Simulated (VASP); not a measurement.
# Ca4F in VASP: single point with PBEsol

Aim: the single point of Ca4F with PBEsol.

Program: VASP 6.6.1. These are calculated values, not measurements. Logs are shortened: lines on timing, memory, paths and dates and some standing lists are left out, and cuts for length are marked.

### 1 The cell of the first run

The cell holds a slab with vacuum, 5 atoms: a = 4.323 Å, b = 4.323 Å, c = 25.485 Å, α = 90.00°, β = 90.00°, γ = 90.00°.

### 2 Single point, PBEsol

The input, INCAR:

```
SYSTEM = Ca4F
PREC = Accurate ; ENCUT = 520
EDIFF = 1E-7 ; ISMEAR = 0
SIGMA = 0.1 ; LREAL = .FALSE.
LASPH = .TRUE. ; NELM = 60
ALGO = Normal ; ISIF = 2
LWAVE = .FALSE. ; LCHARG = .FALSE.
LDIPOL = .TRUE. ; IDIPOL = 3
DIPOL = 0.5 0.5 0.506 ; GGA = PS
NBANDS = 32
```

The input, KPOINTS:

```
Automatic mesh
0
G
  7 7 1
  0 0 0
```

The input, POSCAR:

```
Ca4F
1.0
    4.3230137468      0.0000000000      0.0000000000
    0.0000000000      4.3230137468      0.0000000000
    0.0000000000      0.0000000000     25.4845206202
Ca F
4 1
Direct
    0.5000000000      0.5000000000      0.3335358011
    0.0000000000      0.0000000000      0.4183522630
    0.5000000000      0.5000000000      0.5001818383
    0.0000000000      0.0000000000      0.6027225985
    0.0000000000      0.0000000000      0.6768723994
```

Potentials or basis: VASP PAW PBE potentials, release 64 (Ca_sv, F).

Command:

```sh
$ cat potpaw_PBE.64/Ca_sv/POTCAR potpaw_PBE.64/F/POTCAR > POTCAR
$ mpirun -np 1 vasp_std > vasp.out
```

OUTCAR:

```text
SYSTEM = Ca4F
   PREC = Accurate
   ENCUT = 520
   EDIFF = 1E-7
   ISMEAR = 0
   LREAL = .FALSE.
   LASPH = .TRUE.
   NELM = 60
   ISIF = 2
   GGA = PS

 ion  position               nearest neighbor table
   1  0.500  0.500  0.334-
   2  0.000  0.000  0.418-
   3  0.500  0.500  0.500-
   4  0.000  0.000  0.603-   5 1.89
   5  0.000  0.000  0.677-   4 1.89

  LATTYP: Found a simple tetragonal cell.
 ALAT       =     4.3230137468
 C/A-ratio  =     5.8950820221

  Lattice vectors:

 A1 = (   4.3230137468,   0.0000000000,   0.0000000000)
 A2 = (   0.0000000000,   4.3230137468,   0.0000000000)
 A3 = (   0.0000000000,   0.0000000000,  25.4845206202)

Analysis of symmetry for initial positions (statically):
=====================================================================
 Subroutine PRICEL returns:
 Original cell was already a primitive cell.

 Routine SETGRP: Setting up the symmetry group for a
 simple tetragonal supercell.

 Subroutine GETGRP returns: Found  8 space group operations
 (whereof  8 operations were pure point group operations)
 out of a pool of 16 trial point group operations.

The static configuration has the point symmetry C_4v.

Analysis of symmetry for dynamics (positions and initial velocities):
=====================================================================
 Subroutine PRICEL returns:
 Original cell was already a primitive cell.

 Routine SETGRP: Setting up the symmetry group for a
 simple tetragonal supercell.

 Subroutine GETGRP returns: Found  8 space group operations
 (whereof  8 operations were pure point group operations)
 out of a pool of 16 trial point group operations.

The dynamic configuration has the point symmetry C_4v.

 Subroutine INISYM returns: Found  8 space group operations
 (whereof  8 operations are pure point group operations),
 and found     1 'primitive' translations

----------------------------------------------------------------------------------------

                                     Primitive cell

  volume of cell :     476.2661

  direct lattice vectors                    reciprocal lattice vectors
     4.323013747  0.000000000  0.000000000     0.231320106  0.000000000  0.000000000
     0.000000000  4.323013747  0.000000000     0.000000000  0.231320106  0.000000000
     0.000000000  0.000000000 25.484520620     0.000000000  0.000000000  0.039239506

  length of vectors
     4.323013747  4.323013747 25.484520620     0.231320106  0.231320106  0.039239506

  position of ions in fractional coordinates (direct lattice)
     0.500000000  0.500000000  0.333535801
     0.000000000  0.000000000  0.418352263
     0.500000000  0.500000000  0.500181838
     0.000000000  0.000000000  0.602722599
     0.000000000  0.000000000  0.676872399

  ion indices of the primitive-cell ions
   primitive index   ion index
                 1           1
                 2           2
                 3           3
                 4           4
                 5           5

----------------------------------------------------------------------------------------

 KPOINTS: Automatic mesh

Automatic generation of k-mesh.
 Grid dimensions read from file:
 generate k-points for:    7    7    1

 Generating k-lattice:

  Cartesian coordinates                     Fractional coordinates (reciprocal lattice)
     0.033045729  0.000000000  0.000000000     0.142857143  0.000000000  0.000000000
     0.000000000  0.033045729  0.000000000     0.000000000  0.142857143  0.000000000
     0.000000000  0.000000000  0.039239506     0.000000000  0.000000000  1.000000000

  Length of vectors
     0.033045729  0.033045729  0.039239506

  Shift w.r.t. Gamma in fractional coordinates (k-lattice)
     0.000000000  0.000000000  0.000000000

 Subroutine IBZKPT returns following result:
 ===========================================

 Found     10 irreducible k-points:

 Following reciprocal coordinates:
            Coordinates               Weight
  0.000000  0.000000  0.000000      1.000000
  0.142857  0.000000  0.000000      4.000000
  0.285714  0.000000  0.000000      4.000000
  0.428571  0.000000  0.000000      4.000000
  0.142857  0.142857  0.000000      4.000000
  0.285714  0.142857  0.000000      8.000000
  0.428571  0.142857  0.000000      8.000000
  0.285714  0.285714  0.000000      4.000000
  0.428571  0.285714  0.000000      8.000000
  0.428571  0.428571  0.000000      4.000000
   k-points           NKPTS =     10   k-points in BZ     NKDIM =     10   number of bands    NBANDS=     32
   number of dos      NEDOS =    301   number of ions     NIONS =      5
   total plane-waves  NPLWV = 196608
   dimension x,y,z NGX =    32 NGY =   32 NGZ =  192
   dimension x,y,z NGXF=    64 NGYF=   64 NGZF=  384
   ions per type =               4   1
   NGX,Y,Z   is equivalent  to a cutoff of  12.31, 12.31, 12.52 a.u.
   NGXF,Y,Z  is equivalent  to a cutoff of  24.61, 24.61, 25.05 a.u.
 SYSTEM =  Ca4F
   PREC   = accura    normal or accurate (medium, high low for compatibility)
   ISTART =      0    job   : 0-new  1-cont  2-samecut
   ICHARG =      2    charge: 1-file 2-atom 10-const
   ISPIN  =      1    spin polarized calculation?
   LNONCOLLINEAR =      F non collinear calculations
   LSORBIT =      F    spin-orbit coupling
   LASPH  =      T    aspherical Exc in radial PAW
   ENCUT  =  520.0 eV  38.22 Ry    6.18 a.u.   8.04  8.04 47.38*2*pi/ulx,y,z
   NELM   =     60;   NELMIN=  2; NELMDL= -5     # of ELM steps
   EDIFF  = 0.1E-06   stopping-criterion for ELM
   LREAL  =      F    real-space projection
   EDIFFG = 0.1E-05   stopping-criterion for IOM
   NSW    =      0    number of steps for IOM
   IBRION =     -1    ionic relax: 0-MD 1-quasi-New 2-CG
   NFREE  =      0    steps in history (QN), initial steepest desc. (CG)
   ISIF   =      2    stress and relaxation
   ISYM   =      2    0-nonsym 1-usesym 2-fastsym
   POTIM  = 0.5000    time-step for ionic-motion
   TEBEG  =    0.0;   TEEND  =   0.0 temperature during run
   PSTRESS=    0.0 pullay stress
   NELECT =      47.0000    total number of electrons
   NUPDOWN=      -1.0000    fix difference up-down
   EMIN   =  10.00;   EMAX   =-10.00  energy-range for DOS
   EFERMI =   0.00;   METHOD = LEGACY
   ISMEAR =     0;   SIGMA  =   0.10  broadening in eV -4-tet -1-fermi 0-gaus
   EFERMI_NEDOS =   21; number of points for ismear=-14 and -15
   IALGO  =     38    algorithm
   IMIX   =      4    mixing-type and parameters
     AMIX     =   0.40;   BMIX     =  1.00
     AMIX_MAG =   1.60;   BMIX_MAG =  1.00
  volume/ion in A,a.u.               =      95.25       642.80
  Fermi-wavevector in a.u.,A,eV,Ry     =   0.756527  1.429628  7.787057  0.572333
  Thomas-Fermi vector in A             =   1.854667
   LORBIT       =      0    0 simple, 1 ext, 2 COOP (PROOUT), +10 PAW based schemes
   GGA     = PS    functional components
   LHFCALC =     F    Hartree Fock is set to
   AEXX    =    0.0000 exact exchange contribution
   IVDW    =     0    specifies the selected vdW correction
   LEPSILON=     F    determine dielectric tensor
   LRPA    =     F    only Hartree local field effects (RPA)
 non-spin polarized calculation
 Gauss-broadening in eV      SIGMA  =   0.10
  energy-cutoff  :      520.00
  volume of cell :      476.27
 maximum number of plane-waves:     12898
   NGX = 17   NGY = 17   NGZ = 95

 number of electron      46.9999991 magnetization

 dipolmoment           0.000000      0.000000      0.472494 electrons x Angstroem

 Free energy of the ion-electron system (eV)
  ---------------------------------------------------
  ext. energy  EPLUGINS =         0.00000000
  ---------------------------------------------------
  free energy    TOTEN  =       -13.49331030 eV

  energy without entropy =      -13.47533073  energy(sigma->0) =      -13.48432051

 E-fermi :  -2.4853     XC(G=0):  -3.5400

 val. band max:       -2.5099254139   @ k =   0.4286   0.4286   0.0000
 cond. band min:      -2.4840233959   @ k =   0.0000   0.0000   0.0000
 fundamental gap:      0.0259020179
 Fermi energy:        -2.4853158555

 k-point     1 :       0.0000    0.0000    0.0000
  band No.  band energies     occupation
      1     -45.0178      2.00000
      2     -44.5078      2.00000
      3     -44.2167      2.00000
      4     -43.1885      2.00000
      5     -26.1007      2.00000
      6     -26.0375      2.00000
[... 24 lines left out ...]
     31      -0.2731      0.00000
     32      -0.2388      0.00000

 k-point     2 :       0.1429    0.0000    0.0000
  band No.  band energies     occupation
      1     -45.0176      2.00000
      2     -44.5076      2.00000
      3     -44.2166      2.00000
      4     -43.1883      2.00000
      5     -26.1005      2.00000
      6     -26.0423      2.00000
[... 24 lines left out ...]
     31      -0.4404      0.00000
     32      -0.0494      0.00000

 k-point     3 :       0.2857    0.0000    0.0000
  band No.  band energies     occupation
      1     -45.0171      2.00000
      2     -44.5070      2.00000
      3     -44.2162      2.00000
      4     -43.1878      2.00000
      5     -26.1000      2.00000
      6     -26.0529      2.00000
[... 24 lines left out ...]
     31      -0.5893      0.00000
     32      -0.2248      0.00000

 k-point     4 :       0.4286    0.0000    0.0000
  band No.  band energies     occupation
      1     -45.0167      2.00000
      2     -44.5065      2.00000
      3     -44.2160      2.00000
      4     -43.1874      2.00000
      5     -26.0996      2.00000
      6     -26.0613      2.00000
[... 24 lines left out ...]
     31      -0.7825      0.00000
     32      -0.4026      0.00000

 k-point     5 :       0.1429    0.1429    0.0000
  band No.  band energies     occupation
      1     -45.0173      2.00000
      2     -44.5073      2.00000
      3     -44.2164      2.00000
      4     -43.1881      2.00000
      5     -26.1002      2.00000
      6     -26.0418      2.00000
[... 24 lines left out ...]
     31      -0.5285      0.00000
     32      -0.2718      0.00000

 k-point     6 :       0.2857    0.1429    0.0000
  band No.  band energies     occupation
      1     -45.0169      2.00000
      2     -44.5067      2.00000
      3     -44.2160      2.00000
      4     -43.1876      2.00000
      5     -26.0994      2.00000
      6     -26.0524      2.00000
[... 24 lines left out ...]
     31      -0.6616      0.00000
     32      -0.4903      0.00000

 k-point     7 :       0.4286    0.1429    0.0000
  band No.  band energies     occupation
      1     -45.0165      2.00000
      2     -44.5063      2.00000
      3     -44.2158      2.00000
      4     -43.1872      2.00000
      5     -26.0989      2.00000
      6     -26.0608      2.00000
[... 24 lines left out ...]
     31      -0.8334      0.00000
     32      -0.5513      0.00000

 k-point     8 :       0.2857    0.2857    0.0000
  band No.  band energies     occupation
      1     -45.0164      2.00000
      2     -44.5062      2.00000
      3     -44.2156      2.00000
      4     -43.1871      2.00000
      5     -26.0982      2.00000
      6     -26.0513      2.00000
[... 24 lines left out ...]
     31      -0.7563      0.00000
     32      -0.6655      0.00000

 k-point     9 :       0.4286    0.2857    0.0000
  band No.  band energies     occupation
      1     -45.0160      2.00000
      2     -44.5058      2.00000
      3     -44.2153      2.00000
      4     -43.1867      2.00000
      5     -26.0972      2.00000
      6     -26.0598      2.00000
[... 24 lines left out ...]
     31      -0.8925      0.00000
     32      -0.7935      0.00000

 k-point    10 :       0.4286    0.4286    0.0000
  band No.  band energies     occupation
      1     -45.0157      2.00000
      2     -44.5054      2.00000
      3     -44.2149      2.00000
      4     -43.1863      2.00000
      5     -26.0959      2.00000
      6     -26.0591      2.00000
[... 24 lines left out ...]
     31      -0.9667      0.00000
     32      -0.8548      0.00000

------------------------ aborting loop because EDIFF is reached ----------------------------------------

 vacuum level on the upper side and lower side of the slab       (xc-potential included)         2.233        -2.246

  FORCE on cell =-STRESS in cart. coord.  units (eV):
  Direction    XX          YY          ZZ          XY          YZ          ZX
  --------------------------------------------------------------------------------------
  -------------------------------------------------------------------------------------
  Total       -0.6979446     -0.6979446      0.4232823      0.0000000      0.0000000      0.0000000
  in kB       -2.3479121     -2.3479121      1.4239377      0.0000000      0.0000000      0.0000000
  external PRESSURE =      -1.0906289 kB  Pullay stress =       0.0000000 kB

 VOLUME and BASIS-vectors are now :
 -----------------------------------------------------------------------------
  energy-cutoff  :      520.00
  volume of cell :      476.27
      direct lattice vectors                 reciprocal lattice vectors
     4.323013747  0.000000000  0.000000000     0.231320106  0.000000000  0.000000000
     0.000000000  4.323013747  0.000000000     0.000000000  0.231320106  0.000000000
     0.000000000  0.000000000 25.484520620     0.000000000  0.000000000  0.039239506

 POSITION                                       TOTAL-FORCE (eV/Angst)
 -----------------------------------------------------------------------------------
      2.16151      2.16151      8.50000         0.000000     -0.000000      0.006927
      0.00000      0.00000     10.66151         0.000000      0.000000     -0.026340
      2.16151      2.16151     12.74689         0.000000      0.000000      0.008956
      0.00000      0.00000     15.36010         0.000000      0.000000     -0.204831
      0.00000      0.00000     17.24977         0.000000      0.000000      0.215288
 -----------------------------------------------------------------------------------
    total drift:                                0.000000     -0.000000     -0.000143

  FREE ENERGIE OF THE ION-ELECTRON SYSTEM (eV)
  ---------------------------------------------------
  free  energy   TOTEN  =       -13.4933102973 eV

  energy  without entropy=      -13.4753307324  energy(sigma->0) =      -13.48432051

 vacuum level on the upper side and lower side of the slab         4.814         0.205
```

Wall time 4.5 min (1 thread of Oxide Virtual Turin-like, shared host); peak memory 0.46 GiB.

What came out:

| Property | Result |
| --- | --- |
| Free energy | -13.4933 eV |
| Largest force | 0.215 eV/Å |

Forces in eV/Å, atoms in the order of the input:
```
Ca   0.000  0.000  0.007
Ca   0.000  0.000 -0.026
Ca   0.000  0.000  0.009
Ca   0.000  0.000 -0.205
F    0.000  0.000  0.215
```

Levels at points of the mesh, in eV from the Fermi level:
```
           k point  band 20  band 21  band 22  band 23  band 24  band 25  band 26  band 27
(0.00, 0.00, 0.00)    -3.04    -3.04    -2.47    -1.13     0.00     0.22     0.80     1.09
```

Caveat: the PAW data sets were made with another functional, which shifts forces and pressure a little; an odd number of electrons without spin polarisation forces a metal; a magnetic or distorted state may lie lower.
